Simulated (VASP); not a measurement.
TePtSe3:

```xyz
5
Lattice="3.5528 2.0512 3.6054 -3.5528 2.0512 3.6054 0.0000 -4.1024 3.6054" Properties=species:S:1:pos:R:3 pbc="T T T"
Te    0.0000    0.0000    5.4081
Pt    0.0000    0.0000    0.0000
Se    0.0000   -2.0512    1.8027
Se    1.7764    1.0256    1.8027
Se   -1.7764    1.0256    1.8027
```

The cell was built from a structure type or drawn by symmetry, and may not be a known phase.

```yaml
Program: VASP 6.6.1
Task: relaxation of cell and atoms
Functional: PBE
Potentials_or_basis: VASP PAW PBE potentials, release 64 (Te, Pt, Se)
Cutoff: 600 eV
k_mesh: 3 × 3 × 3
Occupations: gaussian, width 0.1 eV
Spin: collinear spin
Starting_moments: "[0.0, 1.0, 0.0, 0.0, 0.0] μB"
```

At the start: pressure -9.2 GPa; volume 31.53 Å³/atom.

Question: Where does the relaxation end?

Answer: Over 14 steps the energy falls by 331.9 meV/atom and the volume is 24.54 Å³/atom (-22.2 %); space group R-3m (No. 166, to 0.1 Å) before and after; moment 0.00 μB per cell.

Step by step:
```
step  energy change (eV)  largest force (eV/Å)  pressure (GPa)  volume (Å³)
   1              0.0000                0.0000           -9.20       157.65
   2             -1.2298                0.0000            2.60       119.85
   3             -1.2603                0.0000            0.08       123.77
   4             -1.2598                0.0000           -0.28       124.40
   5             -1.2783                0.0000           -0.27       124.24
   6             -1.3575                0.0000           -0.27       123.67
   7             -1.5675                0.0000            0.31       122.01
   8             -1.3456                0.0000            5.54       116.84
   9             -1.6452                0.0000            1.16       120.71
  10             -1.6474                0.0000            1.55       120.27
  11             -1.6569                0.0000            0.54       122.00
  12             -1.6569                0.0000            0.51       122.03
  13             -1.6589                0.0000            0.27       122.37
  14             -1.6595                0.0000            0.04       122.70
```

Final structure:
```
Te Pt Se
1.0
     3.02007    1.74364    3.88355
    -3.02007    1.74364    3.88355
     0.00000   -3.48728    3.88355
Te Pt Se
1 1 3
Direct
  0.50000 0.50000 0.50000
  0.00000 0.00000 0.00000
  0.00000 0.00000 0.50000
  0.50000 0.00000 0.00000
  0.00000 0.50000 0.00000
```

Caveat: the k points lie up to 0.44 Å⁻¹ apart in the final cell, too coarse for converged energies and pressures of a metal; the volume moved by over 15 % at a fixed basis, so the end points are rough.
